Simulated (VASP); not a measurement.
HfO2: single point with r2SCAN

Crystal: HfO2.

```
Hf O
1.0
     0.00000    2.55750    2.55750
     2.55750    0.00000    2.55750
     2.55750    2.55750    0.00000
Hf O
1 2
Cartesian
  -0.3000 0.0000 0.0000
  1.2788 1.2788 1.2788
  3.8363 3.8363 3.8363
```

This cell differs from its parent crystal: atom 1 (Hf) moved by (-0.300, +0.000) A along x and y.

- Program: VASP 6.6.1
- Task: single point
- Functional: r2SCAN
- Potentials or basis: VASP PAW PBE potentials, release 64 (Hf_pv, O)
- Cutoff: 520 eV
- k mesh: 8 × 8 × 8
- Occupations: gaussian, width 0.05 eV
- Spin: no spin polarisation
- Dipole correction: no
- Further INCAR settings: ALGO = Normal; EDIFF = 1e-06; NBANDS = 18

- Pressure: -2.8 GPa
- Largest force: 1.971 eV/Å
- Band gap on the k mesh: 4.10 eV, indirect (least direct gap 4.20 eV)

Forces in eV/Å, atoms in the order of the input:
```
Hf   1.971  0.000  0.000
O   -0.986  0.000  0.000
O   -0.986  0.000  0.000
```

Stress tensor (GPa, compression positive):
```
-2.56  0.00  0.00
 0.00 -2.90  0.00
 0.00  0.00 -2.90
```

Levels at points of the mesh, in eV from the valence-band top:
```csv
k point,band 8,band 9,band 10,band 11,band 12,band 13,band 14,band 15
"(0.00, 0.00, 0.00)",-5.20,-1.61,-0.91,-0.91,4.24,5.47,6.25,9.77
"(0.50, 0.00, 0.00)",-3.25,-2.74,-2.24,-2.22,4.99,5.40,6.54,9.41
"(0.50, 0.50, 0.00)",-3.81,-2.59,-1.23,0.00,4.27,5.76,6.72,7.04
"(0.00, 0.50, 0.50)",-3.80,-1.60,-1.60,-0.44,4.37,5.74,8.00,8.49
```

Wall time 80 s on 1 thread of Intel(R) Xeon(R) 6975P-C (Granite Rapids) (shared host), peak memory 0.18 GiB.

Caveat: the cell differs from its parent crystal (atom 1 (Hf) moved by (-0.300, +0.000) A along x and y); the PAW data sets were made with another functional, which shifts forces and pressure a little; spin-orbit coupling is left out, which moves the levels of the heavy elements. A k mesh can miss the band edges.
